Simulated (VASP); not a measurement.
# Mo (Fmmm) in VASP: notebook, part 2 of 2

VASP 6.6.1.

## (3) Single point, PBEsol (strain +0.0300 x Voigt [0, 0, 0, 0, 1, 0])

The input, INCAR:

```
PREC = Accurate
ENCUT = 520
EDIFF = 1E-6
ISMEAR = 0
SIGMA = 0.15
LREAL = F
LASPH = T
NELM = 60
ALGO = Fast
ISIF = 2
LWAVE = F
LCHARG = F
GGA = PS
NBANDS = 13
```

The input, KPOINTS:

```
Automatic mesh
0
Gamma
  22 22 22
```

The input, POSCAR:

```
Mo
1.0
   -1.5474350000      1.5710000000      1.5474350000
    1.5945650000     -1.5710000000      1.5945650000
    1.5474350000      1.5710000000     -1.5474350000
Mo
1
Direct
    0.0000000000      0.0000000000      0.0000000000
```

Potentials or basis: VASP PAW PBE potentials, release 64 (Mo_sv).

Command:

```console
cat potpaw_PBE.64/Mo_sv/POTCAR > POTCAR
mpirun -np 1 vasp_std > vasp.out
```

OUTCAR:

```text
PREC = Accurate
   ENCUT = 520
   EDIFF = 1E-6
   ISMEAR = 0
   LREAL = F
   LASPH = T
   NELM = 60
   ISIF = 2
   GGA = PS

 ion  position               nearest neighbor table
   1  0.000  0.000  0.000-

  LATTYP: Found a face centered orthorhombic cell.
 ALAT       =     3.1420000000
 B/A-ratio  =     1.3930003589
 C/A-ratio  =     1.4354267658

  Lattice vectors:

 A1 = (  -0.0471300000,   0.0000000000,  -3.1420000000)
[... 564 lines left out ...]
     12      24.6941      0.00000
     13      29.9617      0.00000

 [... further k-points ...]

------------------------ aborting loop because EDIFF is reached ----------------------------------------

  FORCE on cell =-STRESS in cart. coord.  units (eV):
  Direction    XX          YY          ZZ          XY          YZ          ZX
  --------------------------------------------------------------------------------------
  -------------------------------------------------------------------------------------
  Total       -0.2445415     -0.2342310     -0.2445415     -0.0000000     -0.0000000     -0.2957297
  in kB      -25.2680852    -24.2027204    -25.2680852     -0.0000000     -0.0000000    -30.5572848
  external PRESSURE =     -24.9129636 kB  Pullay stress =       0.0000000 kB

 VOLUME and BASIS-vectors are now :
 -----------------------------------------------------------------------------
  energy-cutoff  :      520.00
  volume of cell :       15.51
      direct lattice vectors                 reciprocal lattice vectors
    -1.547435000  1.571000000  1.547435000    -0.004775104  0.318268619  0.318340245
     1.594565000 -1.571000000  1.594565000     0.313565142  0.000000000  0.313565142
     1.547435000  1.571000000 -1.547435000     0.318340245  0.318268619 -0.004775104

 POSITION                                       TOTAL-FORCE (eV/Angst)
 -----------------------------------------------------------------------------------
      0.00000      0.00000      0.00000        -0.000000      0.000000     -0.000000
 -----------------------------------------------------------------------------------
    total drift:                                0.000000     -0.000000      0.000000

  FREE ENERGIE OF THE ION-ELECTRON SYSTEM (eV)
  ---------------------------------------------------
  free  energy   TOTEN  =       -11.7750201686 eV

  energy  without entropy=      -11.7677173707  energy(sigma->0) =      -11.77136877
```

OSZICAR:

```text
N       E                     dE             d eps       ncg     rms          rms(c)
DAV:   1     0.915333664719E+02    0.91533E+02   -0.80713E+03 40157   0.111E+03
DAV:   2    -0.113824806023E+02   -0.10292E+03   -0.99090E+02 45615   0.311E+02
DAV:   3    -0.125342812215E+02   -0.11518E+01   -0.11484E+01 44440   0.329E+01
DAV:   4    -0.125368379458E+02   -0.25567E-02   -0.25566E-02 44745   0.188E+00
DAV:   5    -0.125368541532E+02   -0.16207E-04   -0.16207E-04 45085   0.133E-01    0.162E+01
RMM:   6    -0.118739952346E+02    0.66286E+00   -0.75779E-01 39895   0.804E+00    0.467E+00
RMM:   7    -0.117798449380E+02    0.94150E-01   -0.21751E-01 40800   0.420E+00    0.114E+00
RMM:   8    -0.117752881330E+02    0.45568E-02   -0.11384E-02 44369   0.119E+00    0.153E-01
RMM:   9    -0.117750313922E+02    0.25674E-03   -0.11560E-03 44797   0.344E-01    0.450E-02
RMM:  10    -0.117750204931E+02    0.10899E-04   -0.18776E-04 45997   0.145E-01    0.244E-02
RMM:  11    -0.117750202274E+02    0.26572E-06   -0.16761E-05 45338   0.484E-02    0.199E-03
RMM:  12    -0.117750201686E+02    0.58733E-07   -0.42565E-06 34789   0.203E-02
   1 F= -.11775020E+02 E0= -.11771369E+02  d E =-.730280E-02
```

stdout:

```text
POSCAR found type information on POSCAR Mo
 POSCAR found :  1 types and       1 ions
 scaLAPACK will be used
 -----------------------------------------------------------------------------
|                                                                             |
|                                                                             |
|     You enforced a specific xc type in the INCAR file but a different       |
|     I HOPE YOU KNOW WHAT YOU ARE DOING!                                     |
|                                                                             |
 -----------------------------------------------------------------------------

 LDA part: xc-table for (Slater+PW92), standard interpolation
 POSCAR, INCAR and KPOINTS ok, starting setup
 FFT: planning ... GRIDC
 FFT: planning ... GRID_SOFT
 FFT: planning ... GRID
 WAVECAR not read
 entering main loop
```

Run time: 1.9 min. Hardware: 1 thread of Intel Xeon 6975P-C (Granite Rapids), shared host; peak memory 0.37 GiB.

What came out:

- Free energy: -11.7750 eV
- Pressure: -2.5 GPa
- Band gap on the k mesh: zero (bands 7 and 8 overlap by 5.04 eV)

Stress tensor (GPa, compression positive):
```
-2.53  0.00 -3.06
 0.00 -2.42  0.00
-3.06  0.00 -2.53
```

Caveat: the cell differs from its parent crystal (strain +0.0300 x Voigt [0, 0, 0, 0, 1, 0]); the PAW data sets were made with another functional, which shifts forces and pressure a little.

## (4) Single point, PBEsol (strain -0.0200 x Voigt [0, 0, 0, 0, 1, 0])

The input, INCAR:

```
SYSTEM = Mo
ALGO     = Fast           ! electronic algorithm
EDIFF    = 1E-6           ! SCF threshold, eV
ENCUT    = 520            ! plane-wave cutoff, eV
GGA      = PS             ! functional
ISIF     = 2              ! what is computed and relaxed
ISMEAR   = 0              ! smearing method
LASPH    = .True.         ! aspherical terms in the spheres
LCHARG   = .True.         ! write CHGCAR
LELF     = .True.         ! ELF
LREAL    = .False.        ! projectors in reciprocal space
LVHAR    = .True.       
LWAVE    = .False.        ! write WAVECAR
NBANDS   = 13             ! bands
NELM     = 80             ! most SCF steps
PREC     = Accurate       ! precision mode
SIGMA    = 0.15           ! smearing width, eV
```

The input, KPOINTS:

```
k-points
0
Gamma
  22 22 22
  0 0 0
```

The input, POSCAR:

```
Mo
1.0
   -1.5867100000      1.5710000000      1.5867100000
    1.5552900000     -1.5710000000      1.5552900000
    1.5867100000      1.5710000000     -1.5867100000
Mo
1
Direct
    0.0000000000      0.0000000000      0.0000000000
```

Potentials or basis: VASP PAW PBE potentials, release 64 (Mo_sv).

Command:

```console
cat potpaw_PBE.64/Mo_sv/POTCAR > POTCAR
mpirun -np 1 vasp_std > vasp.out
```

OUTCAR:

```text
SYSTEM = Mo
   EDIFF = 1E-6
   ENCUT = 520
   GGA = PS
   ISIF = 2
   ISMEAR = 0
   LASPH = .True.
   LREAL = .False.
   NELM = 80
   PREC = Accurate

 ion  position               nearest neighbor table
   1  0.000  0.000  0.000-

  LATTYP: Found a face centered orthorhombic cell.
 ALAT       =     3.1420000000
 B/A-ratio  =     1.4000714267
 C/A-ratio  =     1.4283556980

  Lattice vectors:

 A1 = (   3.1420000000,   0.0000000000,  -0.0314200000)
[... 563 lines left out ...]
     11      24.3526      0.00000
     12      24.7090      0.00000
     13      29.9337      0.00000

 [... further k-points ...]

------------------------ aborting loop because EDIFF is reached ----------------------------------------

  FORCE on cell =-STRESS in cart. coord.  units (eV):
  Direction    XX          YY          ZZ          XY          YZ          ZX
  --------------------------------------------------------------------------------------
  -------------------------------------------------------------------------------------
  Total       -0.2530576     -0.2485870     -0.2530576      0.0000000      0.0000000      0.1951208
  in kB      -26.1447736    -25.6828863    -26.1447736      0.0000000      0.0000000     20.1589989
  external PRESSURE =     -25.9908112 kB  Pullay stress =       0.0000000 kB

 VOLUME and BASIS-vectors are now :
 -----------------------------------------------------------------------------
  energy-cutoff  :      520.00
  volume of cell :       15.51
      direct lattice vectors                 reciprocal lattice vectors
    -1.586710000  1.571000000  1.586710000     0.003183004  0.318268619  0.318300449
     1.555290000 -1.571000000  1.555290000     0.321483453  0.000000000  0.321483453
     1.586710000  1.571000000 -1.586710000     0.318300449  0.318268619  0.003183004

 POSITION                                       TOTAL-FORCE (eV/Angst)
 -----------------------------------------------------------------------------------
      0.00000      0.00000      0.00000        -0.000000      0.000000     -0.000000
 -----------------------------------------------------------------------------------
    total drift:                                0.000000      0.000000      0.000000

  FREE ENERGIE OF THE ION-ELECTRON SYSTEM (eV)
  ---------------------------------------------------
  free  energy   TOTEN  =       -11.7774419019 eV

  energy  without entropy=      -11.7700276024  energy(sigma->0) =      -11.77373475
```

OSZICAR:

```text
N       E                     dE             d eps       ncg     rms          rms(c)
DAV:   1     0.908662466634E+02    0.90866E+02   -0.80515E+03 40176   0.111E+03
DAV:   2    -0.113709722305E+02   -0.10224E+03   -0.98409E+02 45735   0.311E+02
DAV:   3    -0.125373926098E+02   -0.11664E+01   -0.11630E+01 44490   0.329E+01
DAV:   4    -0.125399745406E+02   -0.25819E-02   -0.25819E-02 44595   0.189E+00
DAV:   5    -0.125399908097E+02   -0.16269E-04   -0.16269E-04 45005   0.133E-01    0.162E+01
RMM:   6    -0.118764882845E+02    0.66350E+00   -0.75853E-01 39896   0.804E+00    0.466E+00
RMM:   7    -0.117822548241E+02    0.94233E-01   -0.21792E-01 40803   0.421E+00    0.115E+00
RMM:   8    -0.117777171964E+02    0.45376E-02   -0.11429E-02 44279   0.119E+00    0.155E-01
RMM:   9    -0.117774533752E+02    0.26382E-03   -0.11566E-03 44757   0.344E-01    0.445E-02
RMM:  10    -0.117774422099E+02    0.11165E-04   -0.18929E-04 45871   0.145E-01    0.251E-02
RMM:  11    -0.117774418757E+02    0.33411E-06   -0.16815E-05 45309   0.486E-02    0.204E-03
RMM:  12    -0.117774419019E+02   -0.26174E-07   -0.41069E-06 34701   0.199E-02
   1 F= -.11777442E+02 E0= -.11773735E+02  d E =-.741430E-02
```

Wall time 1.9 min (1 thread of Intel Xeon 6975P-C (Granite Rapids), shared host); peak memory 0.37 GiB.

Results:

```yaml
Free_energy: -11.7774 eV
Pressure: -2.6 GPa
Band_gap_on_the_k_mesh: zero (bands 7 and 8 overlap by 5.15 eV)
```

Stress tensor (GPa, compression positive):
```
-2.61  0.00  2.02
 0.00 -2.57  0.00
 2.02  0.00 -2.61
```

Caveat: the cell differs from its parent crystal (strain -0.0200 x Voigt [0, 0, 0, 0, 1, 0]); the PAW data sets were made with another functional, which shifts forces and pressure a little.

## (5) Overview

```csv
cell,gap on the mesh (eV),pressure (GPa)
"a = 2.757, b = 2.685 Å, angles 109.5, 110.5, 109.5°, 1 atom",none,-2.3
"a = 2.694, b = 2.748 Å, angles 109.5, 108.7, 109.5°, 1 atom",none,-2.5
"a = 2.739, b = 2.703 Å, angles 109.5, 110.0, 109.5°, 1 atom",none,-2.6
```

Alike in all rows: task single point; level PBEsol; potentials or basis VASP PAW PBE potentials, release 64 (Mo_sv); no spin polarisation; k mesh 22 × 22 × 22; cutoff (eV) 520; smearing gaussian 0.15 eV.

Caveats: the PAW data sets were made with another functional, which shifts forces and pressure a little.

Absolute energies hang on the potentials; compare differences alone.
